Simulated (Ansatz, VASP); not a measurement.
**One calculation of As, two programs**

```
CELL_PARAMETERS angstrom
2.71301 -2.87057 0.00000
2.71301 2.87057 0.00000
0.00000 0.00000 2.79039
ATOMIC_POSITIONS crystal
As 0.28286 0.71714 0.50000
As 0.71714 0.28286 0.50000
```

Alike in both runs: functional PBE; k mesh 14 × 14 × 20; occupations gaussian, width 0.1 eV; no spin polarisation.

Ansatz relaxed the structure, and its values are those at the end. VASP's run is a single point on that final structure, the one shown.

```csv
,VASP,Ansatz
version,VASP 6.6.1,Ansatz 0.2.0
potentials or method,"VASP PAW PBE potentials, release 64 (As), cutoff 520 eV","scalar-relativistic, plane waves, PAW"
valence electrons in the cell,10,30
```

|  | VASP | Ansatz | Ansatz less VASP |
| --- | --- | --- | --- |
| gap on the k mesh at the Fermi level (eV) | none | none | - |
| pressure (GPa) | 0.2 | 0.0 | -0.19 |
| rms of the force components (eV/Å) | 0.020 | 0.000 | -0.0194 |

A gap of «none» marks a metal or a gap that the smearing closes. VASP's potentials hold 10 valence electrons a cell and Ansatz's 30, so a difference there can come from the potentials and not from the codes.
